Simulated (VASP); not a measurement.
Runs of VASP 6.6.1 on SiC (Moissanite). The structure is that of space group P6_3mc (No. 186), or close to it. The cells are those of the table. 

```tsv
cell	gap on the mesh (eV)	pressure (GPa)	largest force (eV/Å)
a = 3.086, b = 3.086, c = 5.065 Å, angles 90.0, 90.0, 120.0°, 4 atoms	(a)	1.4	0.74
a = 3.146, b = 3.146, c = 5.163 Å, angles 90.0, 90.0, 120.0°, 4 atoms	2.44	-9.8	(b)
a = 3.116, b = 3.116, c = 5.114 Å, angles 90.0, 90.0, 120.0°, 4 atoms	2.39	-4.6	0.69
a = 3.055, b = 3.055, c = 5.014 Å, angles 90.0, 90.0, 120.0°, 4 atoms	2.29	8.4	0.78
a = 3.024, b = 3.024, c = 4.962 Å, angles 90.0, 90.0, 120.0°, 4 atoms	2.23	16.5	0.84
```

Alike in all rows: task single point; level PBE; potentials or basis VASP PAW PBE potentials, release 64 (Si, C); no spin polarisation; k mesh 12 × 12 × 4; cutoff (eV) 520; smearing gaussian 0.01 eV.

**Question.** Fill in the values left out.

**Answer.** (a) 2.34; (b) 0.65.

A k mesh can miss the band edges.
